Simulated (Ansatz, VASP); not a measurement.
## Ta in VASP and in Ansatz

File INCAR:

```
SYSTEM = Ta
PREC = Accurate
ENCUT = 520
EDIFF = 1E-7
ISMEAR = 0
SIGMA = 0.15
LREAL = .False.
LASPH = .True.
NELM = 60
ALGO = Fast
ISIF = 2
LWAVE = .False.
LCHARG = .False.
GGA = PS
NBANDS = 12
```

Contents of KPOINTS:

```
Automatic mesh
0
Gamma
  20 20 20
  0 0 0
```

The input POSCAR:

```
Ta
1.0
   -1.7004250259      1.6402286350      1.8042514985
    1.7004250259     -1.6402286350      1.8042514985
    1.7004250259      1.6402286350     -1.8042514985
Ta
1
Direct
    0.0000000000      0.0000000000      0.0000000000
```

Input for Ansatz:

```yaml
crystal:
  lattice:
    - [-1.7004250259, 1.640228635, 1.8042514985]
    - [1.7004250259, -1.640228635, 1.8042514985]
    - [1.7004250259, 1.640228635, -1.8042514985]
  atoms:
    - { symbol: Ta, position: [0.0, 0.0, 0.0] }
basis:
  ecutwfc: 420
kpoints:
  mp_grid: { grid: [20, 20, 20] }
hamiltonian:
  xc: pbesol
  pseudopotentials: { kind: paw, azcp: { folder: soft_1 } }
scf:
  occupations: { method: gaussian, width: 0.15 }
output:
  forces: true
  stress: true
  eigenvalues: true
```

Change from the starting cell: normal strain along x +0.0367, normal strain along z +0.1000.

Alike in both runs: task single point; functional PBEsol; k mesh 20 × 20 × 20; occupations gaussian, width 0.15 eV; no spin polarisation.

|  | VASP | Ansatz |
| --- | --- | --- |
| version | VASP 6.6.1 | Ansatz 0.2.0 |
| potentials or method | VASP PAW PBE potentials, release 64 (Ta_pv), cutoff 520 eV | scalar-relativistic, plane waves, PAW |
| valence electrons in the cell | 11 | 13 |

|  | VASP | Ansatz | Ansatz less VASP |
| --- | --- | --- | --- |
| gap on the k mesh at the Fermi level (eV) | none | none | - |
| pressure (GPa) | -20.6 | -20.6 | +0.01 |
| traceless stress, the component that is largest in VASP (GPa) | -3.54 | -3.54 | +0.007 |

VASP's potentials were made for PBE, not for PBEsol, and Ansatz warns of the same on its side. A gap of «none» marks a metal or a gap that the smearing closes. The functional is the same, so the differences come from potentials, cutoffs and numerics. VASP's potentials hold 11 valence electrons a cell and Ansatz's 13, so a difference there can come from the potentials and not from the codes.

Spin-orbit coupling is off throughout.
